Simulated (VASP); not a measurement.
Set up this calculation in VASP 6.6.1, as the native input.

| Quantity | Value |
| --- | --- |
| Task | single point |
| Functional | PBE |
| Potentials or basis | VASP PAW PBE potentials, release 64 (Ti_sv, Al) |
| Cutoff | 520 eV |
| k mesh | 8 × 8 × 8 |
| Occupations | gaussian, width 0.013 eV |
| Spin | no spin polarisation |
| Dipole correction | no |
| Further INCAR settings | ALGO = Normal; EDIFF = 1e-06; NBANDS = 14 |

The structure of TiAl lies in POSCAR:

```
TiAl
1.0
    3.1790640000      0.0000000000      0.0000000000
    0.0000000000      3.1790640000      0.0000000000
    0.0000000000      0.0000000000      3.1790640000
Ti Al
1 1
Direct
    0.0000000000      0.0000000000      0.0000000000
    0.5000000000      0.5000000000      0.5000000000
```

The input as run:

INCAR

```
SYSTEM = TiAl
  PREC = Accurate
  ENCUT = 520
  EDIFF = 1E-6
  ISMEAR = 0
  SIGMA = 0.013000000000000001
  LREAL = .FALSE.
  LASPH = .TRUE.
  NELM = 80
  ALGO = Normal
  ISIF = 2
  LWAVE = .FALSE.
  LCHARG = .TRUE.
  GGA = PE
  LELF = .TRUE.
  LVHAR = .TRUE.
  NBANDS = 14
```

KPOINTS

```
regular mesh
0
G
  8 8 8
  0 0 0
```

Potentials or basis: VASP PAW PBE potentials, release 64 (Ti_sv, Al).

Run with:

```sh
$ cat potpaw_PBE.64/Ti_sv/POTCAR potpaw_PBE.64/Al/POTCAR > POTCAR
$ mpirun -np 1 vasp_std > vasp.out
```

It gave:

```json
{
  "Pressure": "0.6 GPa"
}
```

It took 7 s on 1 thread of Intel Xeon 6975P-C (shared host), peak memory 0.14 GiB.
